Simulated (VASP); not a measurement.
# AlFe3 (Pm-3m) in VASP: notebook

AlFe3 is run at these levels: LDA; tasks: single point.

Everything below comes from runs of VASP 6.6.1. Logs are shortened: lines on timing, memory, paths and dates and some standing lists are left out, and cuts for length are marked.

## Step 1: The cell of the first run

Symmetry: Pm-3m, No. 221, cubic system. The conventional cell has a = 3.590 Å, b = 3.590 Å, c = 3.590 Å, α = 90.00°, β = 90.00°, γ = 90.00°. Within 3.4 Å of Al (site symmetry m-3m) lie 12 Fe at 2.54 Å. Within 3.4 Å of Fe (site symmetry 4/mmm) lie 4 Al at 2.54 Å and 8 Fe at 2.54 Å.

## Step 2: Single point, LDA, collinear spin, ferromagnetic start

INCAR reads:

```
SYSTEM = AlFe3
  PREC = Accurate
  ENCUT = 520
  EDIFF = 1E-6
  ISMEAR = -1
  SIGMA = 0.1
  LREAL = .False.
  LASPH = .True.
  NELM = 150
  ALGO = Normal
  ISIF = 2
  LWAVE = .False.
  LCHARG = .False.
  ISPIN = 2
  MAGMOM = 0 2.4 2.4 2.4
  LORBIT = 11
  LMAXMIX = 4
  GGA = CA
  NBANDS = 26
```

KPOINTS reads:

```
Automatic mesh
0
Gamma
  6 6 6
  0 0 0
```

POSCAR reads:

```
AlFe3
1.0
    3.5901043760      0.0000000000      0.0000000000
    0.0000000000      3.5901043760      0.0000000000
    0.0000000000      0.0000000000      3.5901043760
Al Fe
1 3
Direct
    0.0000000000      0.0000000000      0.0000000000
    0.0000000000      0.5000000000      0.5000000000
    0.5000000000      0.0000000000      0.5000000000
    0.5000000000      0.5000000000      0.0000000000
```

Potentials or basis: VASP PAW LDA potentials, release 64 (Al, Fe).

Run with:

```sh
$ cat potpaw_LDA.64/Al/POTCAR potpaw_LDA.64/Fe/POTCAR > POTCAR
$ mpirun -np 1 vasp_std > vasp.out
```

OUTCAR:

```text
SYSTEM = AlFe3
   PREC = Accurate
   ENCUT = 520
   EDIFF = 1E-6
   ISMEAR = -1
   LREAL = .False.
   LASPH = .True.
   NELM = 150
   ISIF = 2
   ISPIN = 2
   LORBIT = 11
   GGA = CA

 ion  position               nearest neighbor table
   1  0.000  0.000  0.000-   2 2.54   3 2.54   4 2.54   2 2.54   3 2.54   2 2.54   4 2.54   2 2.54
                             3 2.54   4 2.54   3 2.54   4 2.54
   2  0.000  0.500  0.500-   1 2.54   3 2.54   4 2.54   1 2.54   4 2.54   1 2.54   3 2.54   1 2.54
                             3 2.54   4 2.54   4 2.54   3 2.54
   3  0.500  0.000  0.500-   1 2.54   2 2.54   4 2.54   1 2.54   4 2.54   2 2.54   4 2.54   4 2.54
                             1 2.54   2 2.54   1 2.54   2 2.54
   4  0.500  0.500  0.000-   1 2.54   2 2.54   3 2.54   2 2.54   3 2.54   1 2.54   3 2.54   3 2.54
                             1 2.54   2 2.54   2 2.54   1 2.54

  LATTYP: Found a simple cubic cell.
 ALAT       =     3.5901043760

  Lattice vectors:

 A1 = (   3.5901043760,   0.0000000000,   0.0000000000)
 A2 = (   0.0000000000,   3.5901043760,   0.0000000000)
 A3 = (   0.0000000000,   0.0000000000,   3.5901043760)

Analysis of symmetry for initial positions (statically):
=====================================================================
 Subroutine PRICEL returns:
 Original cell was already a primitive cell.

 Routine SETGRP: Setting up the symmetry group for a
 simple cubic supercell.

 Subroutine GETGRP returns: Found 48 space group operations
 (whereof 48 operations were pure point group operations)
 out of a pool of 48 trial point group operations.

The static configuration has the point symmetry O_h .

Analysis of symmetry for dynamics (positions and initial velocities):
=====================================================================
 Subroutine PRICEL returns:
 Original cell was already a primitive cell.

 Routine SETGRP: Setting up the symmetry group for a
 simple cubic supercell.

 Subroutine GETGRP returns: Found 48 space group operations
 (whereof 48 operations were pure point group operations)
 out of a pool of 48 trial point group operations.

The dynamic configuration has the point symmetry O_h .

Analysis of structural, dynamic, and magnetic symmetry:
=====================================================================
 Subroutine PRICEL returns:
 Original cell was already a primitive cell.

 Routine SETGRP: Setting up the symmetry group for a
 simple cubic supercell.

 Subroutine GETGRP returns: Found 48 space group operations
 (whereof 48 operations were pure point group operations)
 out of a pool of 48 trial point group operations.

The overall configuration has the point symmetry O_h .

 Subroutine INISYM returns: Found 48 space group operations
 (whereof 48 operations are pure point group operations),
 and found     1 'primitive' translations

----------------------------------------------------------------------------------------

                                     Primitive cell

  volume of cell :      46.2723

  direct lattice vectors                    reciprocal lattice vectors
     3.590104376  0.000000000  0.000000000     0.278543434  0.000000000  0.000000000
     0.000000000  3.590104376  0.000000000     0.000000000  0.278543434  0.000000000
     0.000000000  0.000000000  3.590104376     0.000000000  0.000000000  0.278543434

  length of vectors
     3.590104376  3.590104376  3.590104376     0.278543434  0.278543434  0.278543434

  position of ions in fractional coordinates (direct lattice)
     0.000000000  0.000000000  0.000000000
     0.000000000  0.500000000  0.500000000
     0.500000000  0.000000000  0.500000000
     0.500000000  0.500000000  0.000000000

  ion indices of the primitive-cell ions
   primitive index   ion index
                 1           1
                 2           2
                 3           3
                 4           4

----------------------------------------------------------------------------------------

 KPOINTS: Automatic mesh

Automatic generation of k-mesh.
 Grid dimensions read from file:
 generate k-points for:    6    6    6

 Generating k-lattice:

  Cartesian coordinates                     Fractional coordinates (reciprocal lattice)
     0.046423906  0.000000000  0.000000000     0.166666667  0.000000000  0.000000000
     0.000000000  0.046423906  0.000000000     0.000000000  0.166666667  0.000000000
     0.000000000  0.000000000  0.046423906     0.000000000  0.000000000  0.166666667

  Length of vectors
     0.046423906  0.046423906  0.046423906

  Shift w.r.t. Gamma in fractional coordinates (k-lattice)
     0.000000000  0.000000000  0.000000000

 Subroutine IBZKPT returns following result:
 ===========================================

 Found     20 irreducible k-points:

 Following reciprocal coordinates:
            Coordinates               Weight
  0.000000  0.000000  0.000000      1.000000
  0.166667  0.000000  0.000000      6.000000
  0.333333  0.000000  0.000000      6.000000
  0.500000  0.000000  0.000000      3.000000
  0.166667  0.166667  0.000000     12.000000
  0.333333  0.166667  0.000000     24.000000
[... 12 lines left out ...]
  0.500000  0.500000  0.333333      6.000000
  0.500000  0.500000  0.500000      1.000000
   k-points           NKPTS =     20   k-points in BZ     NKDIM =     20   number of bands    NBANDS=     26
   number of dos      NEDOS =    301   number of ions     NIONS =      4
   total plane-waves  NPLWV =  21952
   dimension x,y,z NGX =    28 NGY =   28 NGZ =   28
   dimension x,y,z NGXF=    56 NGYF=   56 NGZF=   56
   ions per type =               1   3
   NGX,Y,Z   is equivalent  to a cutoff of  12.97, 12.97, 12.97 a.u.
   NGXF,Y,Z  is equivalent  to a cutoff of  25.93, 25.93, 25.93 a.u.
 SYSTEM =  AlFe3
   PREC   = accura    normal or accurate (medium, high low for compatibility)
   ISTART =      0    job   : 0-new  1-cont  2-samecut
   ICHARG =      2    charge: 1-file 2-atom 10-const
   ISPIN  =      2    spin polarized calculation?
   LNONCOLLINEAR =      F non collinear calculations
   LSORBIT =      F    spin-orbit coupling
   LASPH  =      T    aspherical Exc in radial PAW
   ENCUT  =  520.0 eV  38.22 Ry    6.18 a.u.   6.68  6.68  6.68*2*pi/ulx,y,z
   NELM   =    150;   NELMIN=  2; NELMDL= -5     # of ELM steps
   EDIFF  = 0.1E-05   stopping-criterion for ELM
   LREAL  =      F    real-space projection
   EDIFFG = 0.1E-04   stopping-criterion for IOM
   NSW    =      0    number of steps for IOM
   IBRION =     -1    ionic relax: 0-MD 1-quasi-New 2-CG
   NFREE  =      0    steps in history (QN), initial steepest desc. (CG)
   ISIF   =      2    stress and relaxation
   ISYM   =      2    0-nonsym 1-usesym 2-fastsym
   POTIM  = 0.5000    time-step for ionic-motion
   TEBEG  =    0.0;   TEEND  =   0.0 temperature during run
   PSTRESS=    0.0 pullay stress
   NELECT =      27.0000    total number of electrons
   NUPDOWN=      -1.0000    fix difference up-down
   EMIN   =  10.00;   EMAX   =-10.00  energy-range for DOS
   EFERMI =   0.00;   METHOD = LEGACY
   ISMEAR =    -1;   SIGMA  =   0.10  broadening in eV -4-tet -1-fermi 0-gaus
   EFERMI_NEDOS =   21; number of points for ismear=-14 and -15
   IALGO  =     38    algorithm
   IMIX   =      4    mixing-type and parameters
     AMIX     =   0.40;   BMIX     =  1.00
     AMIX_MAG =   1.60;   BMIX_MAG =  1.00
  volume/ion in A,a.u.               =      11.57        78.07
  Fermi-wavevector in a.u.,A,eV,Ry     =   1.368009  2.585162 25.462611  1.871449
  Thomas-Fermi vector in A             =   2.494011
   LORBIT       =     11    0 simple, 1 ext, 2 COOP (PROOUT), +10 PAW based schemes
   GGA     = CA    functional components
   LHFCALC =     F    Hartree Fock is set to
   AEXX    =    0.0000 exact exchange contribution
   IVDW    =     0    specifies the selected vdW correction
   LEPSILON=     F    determine dielectric tensor
   LRPA    =     F    only Hartree local field effects (RPA)
 spin polarized calculation
  energy-cutoff  :      520.00
  volume of cell :       46.27
 maximum number of plane-waves:      1262
 NGX is ok and might be reduce to    28
   NGX = 13   NGY = 13   NGZ = 13

 number of electron      26.9999986 magnetization       6.1193897

 Free energy of the ion-electron system (eV)
  ---------------------------------------------------
  ext. energy  EPLUGINS =         0.00000000
  ---------------------------------------------------
  free energy    TOTEN  =       -32.58943752 eV

  energy without entropy =      -32.45981179  energy(sigma->0) =      -32.52462465

 E-fermi :   7.0457     XC(G=0): -12.9020

 val. band max:        7.0138228696   @ k =   0.3333   0.3333   0.3333
 cond. band min:       7.0467389629   @ k =   0.5000   0.1667   0.0000
 fundamental gap:      0.0329160933
 Fermi energy:         7.0456584533

 spin component 1

 k-point     1 :       0.0000    0.0000    0.0000
  band No.  band energies     occupation
      1      -2.8703      1.00000
      2       1.8406      1.00000
      3       2.8781      1.00000
      4       2.8781      1.00000
      5       3.2513      1.00000
      6       3.2513      1.00000
[... 17 lines left out ...]
     24      18.8163      0.00000
     25      18.8163      0.00000

 k-point     2 :       0.1667    0.0000    0.0000
  band No.  band energies     occupation
      1      -2.5333      1.00000
      2       1.9797      1.00000
      3       2.7062      1.00000
      4       3.1110      1.00000
      5       3.3187      1.00000
      6       3.3187      1.00000
[... 17 lines left out ...]
     24      17.5803      0.00000
     25      18.1155      0.00000
[... 474 lines left out ...]
     24      21.5392      0.00000
     25      24.0521      0.00000

 k-point    20 :       0.5000    0.5000    0.5000
  band No.  band energies     occupation
      1       0.7057      1.00000
      2       2.7325      1.00000
      3       2.7325      1.00000
      4       2.7325      1.00000
      5       4.6886      1.00000
      6       4.6886      1.00000
[... 17 lines left out ...]
     24      24.7267      0.00000
     25      24.7267      0.00000
 Fermi energy:         7.0456584533

 spin component 2

 k-point     1 :       0.0000    0.0000    0.0000
  band No.  band energies     occupation
      1      -2.6189      1.00000
      2       3.1663      1.00000
      3       4.0821      1.00000
      4       4.0821      1.00000
      5       4.6340      1.00000
      6       4.6340      1.00000
[... 17 lines left out ...]
     24      19.0744      0.00000
     25      19.0744      0.00000

 k-point     2 :       0.1667    0.0000    0.0000
  band No.  band energies     occupation
      1      -2.2823      1.00000
      2       3.2162      1.00000
      3       3.7996      1.00000
      4       4.3383      1.00000
      5       4.6789      1.00000
      6       4.6789      1.00000
[... 17 lines left out ...]
     24      18.0651      0.00000
     25      18.5387      0.00000
[... 474 lines left out ...]
     24      21.7367      0.00000
     25      24.1884      0.00000

 k-point    20 :       0.5000    0.5000    0.5000
  band No.  band energies     occupation
      1       1.4308      1.00000
      2       3.7705      1.00000
      3       3.7705      1.00000
      4       3.7705      1.00000
      5       5.1760      1.00000
      6       5.1760      1.00000
[... 17 lines left out ...]
     24      24.8577      0.00000
     25      24.8577      0.00000
 [bands above 25 left out]

------------------------ aborting loop because EDIFF is reached ----------------------------------------

  FORCE on cell =-STRESS in cart. coord.  units (eV):
  Direction    XX          YY          ZZ          XY          YZ          ZX
  --------------------------------------------------------------------------------------
  -------------------------------------------------------------------------------------
  Total       -2.2757701     -2.2757701     -2.2757701      0.0000000     -0.0000000      0.0000000
  in kB      -78.7984621    -78.7984621    -78.7984621      0.0000000     -0.0000000      0.0000000
  external PRESSURE =     -78.7984621 kB  Pullay stress =       0.0000000 kB

 VOLUME and BASIS-vectors are now :
 -----------------------------------------------------------------------------
  energy-cutoff  :      520.00
  volume of cell :       46.27
      direct lattice vectors                 reciprocal lattice vectors
     3.590104376  0.000000000  0.000000000     0.278543434  0.000000000  0.000000000
     0.000000000  3.590104376  0.000000000     0.000000000  0.278543434  0.000000000
     0.000000000  0.000000000  3.590104376     0.000000000  0.000000000  0.278543434

 POSITION                                       TOTAL-FORCE (eV/Angst)
 -----------------------------------------------------------------------------------
      0.00000      0.00000      0.00000         0.000000      0.000000      0.000000
      0.00000      1.79505      1.79505         0.000000      0.000000      0.000000
      1.79505      0.00000      1.79505         0.000000      0.000000      0.000000
      1.79505      1.79505      0.00000         0.000000      0.000000      0.000000
 -----------------------------------------------------------------------------------
    total drift:                                0.000000      0.000000      0.000000

  FREE ENERGIE OF THE ION-ELECTRON SYSTEM (eV)
  ---------------------------------------------------
  free  energy   TOTEN  =       -32.5894375203 eV

  energy  without entropy=      -32.4598117866  energy(sigma->0) =      -32.52462465

 total charge

# of ion       s       p       d       tot
------------------------------------------
    1        0.423   0.446   0.000   0.869
    2        0.484   0.545   6.310   7.338
    3        0.484   0.545   6.310   7.338
    4        0.484   0.545   6.310   7.338
--------------------------------------------------
tot          1.874   2.080  18.929  22.883

 magnetization (x)

# of ion       s       p       d       tot
------------------------------------------
    1       -0.008  -0.048   0.000  -0.056
    2        0.002   0.007   2.022   2.031
    3        0.002   0.007   2.022   2.031
    4        0.002   0.007   2.022   2.031
--------------------------------------------------
tot         -0.001  -0.026   6.066   6.039
```

It took 65 s on 1 thread of Intel Xeon 8259CL, shared host; peak memory 0.17 GiB.

Results:

* Free energy: -32.5894 eV
* Pressure: -7.9 GPa
* Net moment: 6.12 μB per cell
* Site moments: Al -0.06; Fe +2.03 μB
* Valence electrons inside the program's atomic spheres: Al 0.87; Fe 7.34

Caveat: the cell stands under tension.

## Step 3: Single point, LDA, collinear spin, ferromagnetic start

This run uses another cell than the first one, of 12.05 Å³/atom.

INCAR reads:

```
SYSTEM = AlFe3
ALGO = Normal
EDIFF = 1E-6
ENCUT = 520
ISIF = 2
ISMEAR = -1
ISPIN = 2
LASPH = .True.
LCHARG = .False.
LMAXMIX = 4
LORBIT = 11
LREAL = .False.
LWAVE = .False.
MAGMOM = 0 2.4 2.4 2.4
NBANDS = 26
NELM = 150
PREC = Accurate
SIGMA = 0.1
```

KPOINTS reads:

```
k-points
0
Gamma
  6 6 6
  0 0 0
```

POSCAR reads:

```
AlFe3
1.0
    3.6392900000      0.0000000000      0.0000000000
    0.0000000000      3.6392900000      0.0000000000
    0.0000000000      0.0000000000      3.6392900000
Al Fe
1 3
Direct
    0.0000000000      0.0000000000      0.0000000000
    0.0000000000      0.5000000000      0.5000000000
    0.5000000000      0.0000000000      0.5000000000
    0.5000000000      0.5000000000      0.0000000000
```

Potentials or basis: VASP PAW LDA potentials, release 64 (Al, Fe).

Run with:

```sh
$ cat potpaw_LDA.64/Al/POTCAR potpaw_LDA.64/Fe/POTCAR > POTCAR
$ mpirun -np 1 vasp_std > vasp.out
```

Wall time 74 s (1 thread of Intel Xeon 8259CL, shared host); peak memory 0.17 GiB.

Results (log left out):

| Quantity | Value |
| --- | --- |
| Free energy | -32.4595 eV |
| Pressure | -13.6 GPa |
| Net moment | 6.44 μB per cell |
| Site moments | Al -0.06; Fe +2.15 μB |
| Valence electrons inside the program's atomic spheres | Al 0.85; Fe 7.26 |

Levels at points of the mesh, in eV from the Fermi level:
Spin up:
| k point | band 14 | band 15 | band 16 | band 17 | band 18 | band 19 | band 20 | band 21 |
| --- | --- | --- | --- | --- | --- | --- | --- | --- |
| (0.00, 0.00, 0.00) | 0.09 | 0.09 | 0.09 | 0.73 | 0.73 | 0.73 | 6.77 | 6.77 |
| (0.50, 0.00, 0.00) | -1.36 | -1.27 | -0.80 | 0.09 | 5.31 | 5.31 | 5.56 | 5.56 |
| (0.50, 0.50, 0.00) | -1.43 | -1.22 | -0.98 | -0.75 | 0.99 | 0.99 | 7.75 | 7.89 |
| (0.50, 0.50, 0.50) | -1.34 | -1.34 | -0.20 | -0.18 | -0.18 | -0.18 | 3.14 | 4.42 |
Spin down:
```csv
k point,band 6,band 7,band 8,band 9,band 10,band 11,band 12,band 13,band 14,band 15
"(0.00, 0.00, 0.00)",-2.20,-2.20,0.28,0.28,0.28,0.97,0.97,0.97,1.39,1.39
"(0.50, 0.00, 0.00)",-1.71,-1.46,-0.75,-0.75,-0.29,-0.23,0.48,0.48,0.49,0.70
"(0.50, 0.50, 0.00)",-1.47,-1.22,-1.22,-0.61,-0.61,0.24,0.27,0.38,0.38,0.82
"(0.50, 0.50, 0.50)",-1.83,-1.83,-0.59,-0.59,-0.59,0.20,0.38,0.38,0.38,0.70
```

Caveat: the cell stands under tension.
